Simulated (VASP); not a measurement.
# Si5Ge (P-62m) in VASP: relaxation of cell and atoms with PBE

Aim: the relaxation of cell and atoms of Si5Ge with PBE.

Everything below comes from runs of VASP 6.6.1. Logs are shortened: lines on timing, memory, paths and dates and some standing lists are left out, and cuts for length are marked.

**1. The cell of the first run**

The structure is hexagonal, space group P-62m (No. 189). The conventional cell has a = 4.986 Å, b = 4.986 Å, c = 4.318 Å, α = 90.00°, β = 90.00°, γ = 120.00°. Si (site symmetry m2m) has 10 Si at 2.68 to 3.18 Å and 2 Ge at 2.84 Å within 3.5 Å. Si (site symmetry -6) has 9 Si at 2.68 to 2.88 Å and 3 Ge at 2.88 Å within 3.5 Å. Within 3.9 Å of Ge (site symmetry -62m) lie 18 Si at 2.84 to 3.82 Å.

**2. Relaxation of cell and atoms, PBE**

File INCAR:

```
SYSTEM = Si5Ge
PREC = Accurate ; ENCUT = 600
EDIFF = 1E-6 ; ISMEAR = 0
SIGMA = 0.1 ; LREAL = .FALSE.
LASPH = .TRUE. ; NELM = 100
ALGO = Normal ; ISIF = 3
LWAVE = .FALSE. ; LCHARG = .FALSE.
GGA = PE ; IBRION = 2
NSW = 100 ; EDIFFG = -0.01
```

File KPOINTS:

```
Automatic mesh
0
G
  12 12 10
  0 0 0
```

File POSCAR:

```
Si5Ge
1.0
    4.9859064409     -0.0000000029      0.0000000000
   -2.4929532179      4.3179216401      0.0000000000
    0.0000000000      0.0000000000      4.3178229500
Si Ge
5 1
Direct
    0.3688050552      0.3688050552      0.0000000000
    0.0000000000      0.6311949448      0.0000000000
    0.6311949448      0.0000000000      0.0000000000
    0.6666666667      0.3333333333      0.5000000000
    0.3333333333      0.6666666667      0.5000000000
    0.0000000000      0.0000000000      0.5000000000
```

Potentials or basis: VASP PAW PBE potentials, release 64 (Si, Ge_d).

Run with:

```bash
> cat potpaw_PBE.64/Si/POTCAR potpaw_PBE.64/Ge_d/POTCAR > POTCAR
> mpirun -np 1 vasp_std > vasp.out
```

OUTCAR:

```text
SYSTEM = Si5Ge
   PREC = Accurate
   ENCUT = 600
   EDIFF = 1E-6
   ISMEAR = 0
   LREAL = .FALSE.
   LASPH = .TRUE.
   NELM = 100
   ISIF = 3
   GGA = PE
   IBRION = 2
   NSW = 100
   EDIFFG = -0.01

 ion  position               nearest neighbor table
   1  0.369  0.369  0.000-   5 2.68   5 2.68   4 2.68   4 2.68   3 2.74   3 2.74   2 2.74   2 2.74
                             6 2.84   6 2.84
   2  0.000  0.631  0.000-   5 2.68   5 2.68   4 2.68   4 2.68   3 2.74   1 2.74   3 2.74   1 2.74
                             6 2.84   6 2.84
   3  0.631  0.000  0.000-   4 2.68   4 2.68   5 2.68   5 2.68   1 2.74   2 2.74   1 2.74   2 2.74
                             6 2.84   6 2.84
   4  0.667  0.333  0.500-   3 2.68   3 2.68   2 2.68   2 2.68   1 2.68   1 2.68   5 2.88   6 2.88
                             5 2.88   6 2.88   6 2.88   5 2.88
   5  0.333  0.667  0.500-   2 2.68   2 2.68   3 2.68   3 2.68   1 2.68   1 2.68   4 2.88   6 2.88
                             4 2.88   6 2.88   6 2.88   4 2.88
   6  0.000  0.000  0.500-   2 2.84   2 2.84   1 2.84   1 2.84   3 2.84   3 2.84   5 2.88   4 2.88
                             5 2.88   4 2.88   4 2.88   5 2.88

  LATTYP: Found a hexagonal cell.
 ALAT       =     4.9859064409
 C/A-ratio  =     0.8660056102

  Lattice vectors:

 A1 = (   4.9859064409,  -0.0000000029,   0.0000000000)
 A2 = (  -2.4929532179,   4.3179216401,   0.0000000000)
 A3 = (   0.0000000000,   0.0000000000,   4.3178229500)

Analysis of symmetry for initial positions (statically):
=====================================================================
 Subroutine PRICEL returns:
 Original cell was already a primitive cell.

 Routine SETGRP: Setting up the symmetry group for a
 hexagonal supercell.

 Subroutine GETGRP returns: Found 12 space group operations
 (whereof 12 operations were pure point group operations)
 out of a pool of 24 trial point group operations.

The static configuration has the point symmetry D_3h.

Analysis of symmetry for dynamics (positions and initial velocities):
=====================================================================
 Subroutine PRICEL returns:
 Original cell was already a primitive cell.

 Routine SETGRP: Setting up the symmetry group for a
 hexagonal supercell.

 Subroutine GETGRP returns: Found 12 space group operations
 (whereof 12 operations were pure point group operations)
 out of a pool of 24 trial point group operations.

The dynamic configuration has the point symmetry D_3h.

 Subroutine INISYM returns: Found 12 space group operations
 (whereof 12 operations are pure point group operations),
 and found     1 'primitive' translations

----------------------------------------------------------------------------------------

                                     Primitive cell

  volume of cell :      92.9573

  direct lattice vectors                    reciprocal lattice vectors
     4.985906441 -0.000000003  0.000000000     0.200565336  0.115796451  0.000000000
    -2.492953218  4.317921640  0.000000000     0.000000000  0.231592901  0.000000000
     0.000000000  0.000000000  4.317822950     0.000000000  0.000000000  0.231598195

  length of vectors
     4.985906441  4.985906441  4.317822950     0.231592901  0.231592901  0.231598195

  position of ions in fractional coordinates (direct lattice)
     0.368805055  0.368805055  0.000000000
     0.000000000  0.631194945  0.000000000
     0.631194945  0.000000000  0.000000000
     0.666666667  0.333333333  0.500000000
     0.333333333  0.666666667  0.500000000
     0.000000000  0.000000000  0.500000000

  ion indices of the primitive-cell ions
   primitive index   ion index
                 1           1
                 2           2
                 3           3
                 4           4
                 5           5
                 6           6

----------------------------------------------------------------------------------------

 KPOINTS: Automatic mesh

Automatic generation of k-mesh.
 Grid dimensions read from file:
 generate k-points for:   12   12   10

 Generating k-lattice:

  Cartesian coordinates                     Fractional coordinates (reciprocal lattice)
     0.016713778  0.009649704  0.000000000     0.083333333  0.000000000  0.000000000
     0.000000000  0.019299408  0.000000000     0.000000000  0.083333333  0.000000000
     0.000000000  0.000000000  0.023159819     0.000000000  0.000000000  0.100000000

  Length of vectors
     0.019299408  0.019299408  0.023159819

  Shift w.r.t. Gamma in fractional coordinates (k-lattice)
     0.000000000  0.000000000  0.000000000

 Subroutine IBZKPT returns following result:
 ===========================================

 Found    114 irreducible k-points:

 Following reciprocal coordinates:
            Coordinates               Weight
  0.000000  0.000000  0.000000      1.000000
  0.083333  0.000000  0.000000      6.000000
  0.166667  0.000000  0.000000      6.000000
  0.250000 -0.000000  0.000000      6.000000
  0.333333  0.000000  0.000000      6.000000
  0.416667  0.000000  0.000000      6.000000
[... 16 lines left out ...]
  0.250000 -0.000000  0.100000     12.000000
  0.333333  0.000000  0.100000     12.000000
 [... further k-points ...]
   k-points           NKPTS =    114   k-points in BZ     NKDIM =    114   number of bands    NBANDS=     21
   number of dos      NEDOS =    301   number of ions     NIONS =      6
   total plane-waves  NPLWV =  57600
   dimension x,y,z NGX =    40 NGY =   40 NGZ =   36
   dimension x,y,z NGXF=    80 NGYF=   80 NGZF=   72
   ions per type =               5   1
   NGX,Y,Z   is equivalent  to a cutoff of  13.34, 13.34, 13.86 a.u.
   NGXF,Y,Z  is equivalent  to a cutoff of  26.67, 26.67, 27.72 a.u.
 SYSTEM =  Si5Ge
   PREC   = accura    normal or accurate (medium, high low for compatibility)
   ISTART =      0    job   : 0-new  1-cont  2-samecut
   ICHARG =      2    charge: 1-file 2-atom 10-const
   ISPIN  =      1    spin polarized calculation?
   LNONCOLLINEAR =      F non collinear calculations
   LSORBIT =      F    spin-orbit coupling
   LASPH  =      T    aspherical Exc in radial PAW
   ENCUT  =  600.0 eV  44.10 Ry    6.64 a.u.   9.96  9.96  8.62*2*pi/ulx,y,z
   NELM   =    100;   NELMIN=  2; NELMDL= -5     # of ELM steps
   EDIFF  = 0.1E-05   stopping-criterion for ELM
   LREAL  =      F    real-space projection
   EDIFFG = -.1E-01   stopping-criterion for IOM
   NSW    =    100    number of steps for IOM
   IBRION =      2    ionic relax: 0-MD 1-quasi-New 2-CG
   NFREE  =      1    steps in history (QN), initial steepest desc. (CG)
   ISIF   =      3    stress and relaxation
   ISYM   =      2    0-nonsym 1-usesym 2-fastsym
   POTIM  = 0.5000    time-step for ionic-motion
   TEBEG  =    0.0;   TEEND  =   0.0 temperature during run
   PSTRESS=    0.0 pullay stress
   NELECT =      34.0000    total number of electrons
   NUPDOWN=      -1.0000    fix difference up-down
   EMIN   =  10.00;   EMAX   =-10.00  energy-range for DOS
   EFERMI =   0.00;   METHOD = LEGACY
   ISMEAR =     0;   SIGMA  =   0.10  broadening in eV -4-tet -1-fermi 0-gaus
   EFERMI_NEDOS =   21; number of points for ismear=-14 and -15
   IALGO  =     38    algorithm
   IMIX   =      4    mixing-type and parameters
     AMIX     =   0.40;   BMIX     =  1.00
     AMIX_MAG =   1.60;   BMIX_MAG =  1.00
  volume/ion in A,a.u.               =      15.49       104.55
  Fermi-wavevector in a.u.,A,eV,Ry     =   1.170774  2.212443 18.649680  1.370713
  Thomas-Fermi vector in A             =   2.307228
   LORBIT       =      0    0 simple, 1 ext, 2 COOP (PROOUT), +10 PAW based schemes
   GGA     = PE    functional components
   LHFCALC =     F    Hartree Fock is set to
   AEXX    =    0.0000 exact exchange contribution
   IVDW    =     0    specifies the selected vdW correction
   LEPSILON=     F    determine dielectric tensor
   LRPA    =     F    only Hartree local field effects (RPA)
 conjugate gradient relaxation of ions
 non-spin polarized calculation
 Gauss-broadening in eV      SIGMA  =   0.10
  energy-cutoff  :      600.00
  volume of cell :       92.96
 maximum number of plane-waves:      3168
 NGX is ok and might be reduce to    40
   NGX = 19   NGY = 19   NGZ = 17

--------------------------------------- Ionic step        1  -------------------------------------------

 number of electron      34.0000001 magnetization

 Free energy of the ion-electron system (eV)
  ---------------------------------------------------
  ext. energy  EPLUGINS =         0.00000000
  ---------------------------------------------------
  free energy    TOTEN  =       -28.44213029 eV

  energy without entropy =      -28.43156392  energy(sigma->0) =      -28.43684710

------------------------ aborting loop because EDIFF is reached ----------------------------------------

  FORCE on cell =-STRESS in cart. coord.  units (eV):
  Direction    XX          YY          ZZ          XY          YZ          ZX
  --------------------------------------------------------------------------------------
  -------------------------------------------------------------------------------------
  Total       -0.6356084     -0.6356084      1.3511625     -0.0000000     -0.0000000      0.0000000
  in kB      -10.9551042    -10.9551042     23.2881209     -0.0000000     -0.0000000      0.0000000
  external PRESSURE =       0.4593042 kB  Pullay stress =       0.0000000 kB
[... 101 lines left out ...]
  FREE ENERGIE OF THE ION-ELECTRON SYSTEM (eV)
  ---------------------------------------------------
  free  energy   TOTEN  =       -28.4721914274 eV

  energy  without entropy=      -28.4623323993  energy(sigma->0) =      -28.46726191

[... ionic steps 4 to 9 ...]

--------------------------------------- Ionic step       10  -------------------------------------------

 number of electron      33.9999995 magnetization

------------------------ aborting loop because EDIFF is reached ----------------------------------------

  FORCE on cell =-STRESS in cart. coord.  units (eV):
  Direction    XX          YY          ZZ          XY          YZ          ZX
  --------------------------------------------------------------------------------------
  -------------------------------------------------------------------------------------
  Total        0.0304564      0.0304564      0.0705232      0.0000000      0.0000000      0.0000000
  in kB        0.5268450      0.5268450      1.2199328      0.0000000      0.0000000      0.0000000
  external PRESSURE =       0.7578742 kB  Pullay stress =       0.0000000 kB
[... 65 lines left out ...]
  energy  without entropy=      -28.4649158962  energy(sigma->0) =      -28.46971975

--------------------------------------- Ionic step       12  -------------------------------------------

 number of electron      33.9999995 magnetization

 Free energy of the ion-electron system (eV)
  ---------------------------------------------------
  ext. energy  EPLUGINS =         0.00000000
  ---------------------------------------------------
  free energy    TOTEN  =       -28.47500767 eV

  energy without entropy =      -28.46540042  energy(sigma->0) =      -28.47020404

 E-fermi :   9.2657     XC(G=0): -11.1614

 val. band max:        9.2562082467   @ k =   0.1667   0.1667   0.5000
 cond. band min:       9.2760647861   @ k =   0.3333   0.0000   0.1000
 fundamental gap:      0.0198565394
 Fermi energy:         9.2657058288

 k-point     1 :       0.0000    0.0000    0.0000
  band No.  band energies     occupation
      1     -15.4972      2.00000
      2     -15.4972      2.00000
      3     -15.4877      2.00000
      4     -15.4863      2.00000
      5     -15.4863      2.00000
      6      -4.8056      2.00000
[... 550 lines left out ...]
      5     -15.4865      2.00000
      6      -3.8433      2.00000
[... 13 lines left out ...]
     20      10.6692      0.00000
     21      11.2995      0.00000

 [... further k-points ...]

------------------------ aborting loop because EDIFF is reached ----------------------------------------

  FORCE on cell =-STRESS in cart. coord.  units (eV):
  Direction    XX          YY          ZZ          XY          YZ          ZX
  --------------------------------------------------------------------------------------
  -------------------------------------------------------------------------------------
  Total       -0.0263365     -0.0263365      0.0421571     -0.0000000     -0.0000000      0.0000000
  in kB       -0.4556754     -0.4556754      0.7294040     -0.0000000     -0.0000000      0.0000000
  external PRESSURE =      -0.0606489 kB  Pullay stress =       0.0000000 kB
[... 21 lines left out ...]
  FREE ENERGIE OF THE ION-ELECTRON SYSTEM (eV)
  ---------------------------------------------------
  free  energy   TOTEN  =       -28.4750076658 eV

  energy  without entropy=      -28.4654004180  energy(sigma->0) =      -28.47020404

 reached required accuracy - stopping structural energy minimisation
```

Wall time 14 min (1 thread of Intel Xeon 6975P-C (Granite Rapids), shared host); peak memory 0.41 GiB.

Results:

| Property | Result |
| --- | --- |
| Free energy | -28.4750 eV |
| Relaxed volume | 15.43 Å³/atom |
| Relaxed cell | a = 4.911 Å, b = 4.911 Å, c = 4.434 Å, α = 90.00°, β = 90.00°, γ = 120.00° |
| Space group after relaxing (to 0.1 Å) | P-62m (No. 189) |
| Energy gained by relaxing | 5.5 meV/atom |
| Ionic steps | 12 |
| Pressure after relaxing | 0.0 GPa |
| Band gap on the k mesh | zero (bands 17 and 18 overlap by 4.51 eV) |

Step by step:
```csv
step,energy change (eV),largest force (eV/Å),pressure (GPa),volume (Å³)
1,0.0000,0.0068,0.05,92.96
2,-0.0165,0.0217,-0.12,93.01
3,-0.0301,0.0406,-0.26,93.07
4,-0.0311,0.0291,-0.21,93.05
5,-0.0316,0.0324,-0.22,93.06
6,-0.0319,0.0346,0.05,92.68
7,-0.0319,0.0351,0.22,92.61
8,-0.0319,0.0347,0.09,92.67
9,-0.0322,0.0288,0.09,92.65
10,-0.0328,0.0111,0.08,92.62
11,-0.0324,0.0247,0.01,92.55
12,-0.0329,0.0006,-0.01,92.60
```

Final structure:
```
Si Ge
1.0
     4.91087    0.00000    0.00000
    -2.45543    4.25294    0.00000
     0.00000    0.00000    4.43369
Si Ge
5 1
Direct
  0.36452 0.36452 0.00000
  0.00000 0.63548 0.00000
  0.63548 0.00000 0.00000
  0.66667 0.33333 0.50000
  0.33333 0.66667 0.50000
  0.00000 0.00000 0.50000
```
